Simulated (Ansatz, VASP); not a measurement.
## InBi3O: VASP beside Ansatz

```
In Bi O
1.0
     5.05984    0.00000    0.00000
     0.00000    5.05984    0.00000
     0.00000    0.00000    5.05984
In Bi O
1 3 1
Direct
  0.00000 0.00000 0.00000
  0.00000 0.50000 0.50000
  0.50000 0.00000 0.50000
  0.50000 0.50000 0.00000
  0.50000 0.50000 0.50000
```

Alike in both runs: functional PBE; k mesh 6 × 6 × 6; occupations gaussian, width 0.1 eV; no spin polarisation.

Ansatz relaxed the structure, and its values are those at the end. VASP's run is a single point on that final structure, the one shown.

|  | VASP | Ansatz |
| --- | --- | --- |
| version | VASP 6.6.1 | Ansatz 0.2.0 |
| potentials or method | VASP PAW PBE potentials, release 64 (In_d, Bi_d, O), cutoff 520 eV | scalar-relativistic, plane waves, PAW |
| valence electrons in the cell | 64 | 64 |

```csv
,VASP,Ansatz,Ansatz less VASP
gap on the k mesh at the Fermi level (eV),none,none,-
pressure (GPa),0.0,0.0,+0.04
```

A gap of «none» marks a metal or a gap that the smearing closes. The functional is the same, so the differences come from potentials, cutoffs and numerics.

Neither program's run includes spin-orbit coupling.
